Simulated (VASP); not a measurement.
GaRh3C, 5 atoms in the cell. It takes space group Pm-3m (No. 221, cubic). Conventional cell: a = 3.842 Å, b = 3.842 Å, c = 3.842 Å, α = 90.00°, β = 90.00°, γ = 90.00°. Ga (site symmetry m-3m) has 12 Rh at 2.72 Å and 8 C at 3.33 Å within 3.6 Å. Rh (site symmetry 4/mmm) has 2 C at 1.92 Å within 2.5 Å. Within 2.5 Å of C (site symmetry m-3m) lie 6 Rh at 1.92 Å. 

```yaml
Program: VASP 6.6.1
Task: relaxation of cell and atoms
Functional: PBEsol
Potentials_or_basis: VASP PAW PBE potentials, release 64 (Ga_d, Rh_pv, C)
Cutoff: 600 eV
k_mesh: 6 × 6 × 6
Occupations: gaussian, width 0.1 eV
Spin: no spin polarisation
Dipole_correction: no
Further_INCAR_settings: ALGO = Normal; EDIFF = 1e-06; IBRION = 2; EDIFFG = -0.05; NSW = 100; ISIF = 3
```

Potentials or basis: VASP PAW PBE potentials, release 64 (Ga_d, Rh_pv, C).

Command:

```bash
$ cat potpaw_PBE.64/Ga_d/POTCAR potpaw_PBE.64/Rh_pv/POTCAR potpaw_PBE.64/C/POTCAR > POTCAR
$ mpirun -np 1 vasp_std > vasp.out
```

Hardware: 1 thread of Intel(R) Xeon(R) 6975P-C (Granite Rapids), with other jobs on the host.

Task: How long does it take, and how much memory?

Result: Run time: 69 s on 1 thread of Intel(R) Xeon(R) 6975P-C (Granite Rapids), with other jobs on the host, peak memory 0.21 GiB. Counts: scf iterations 44, k points 20, ion steps 4.
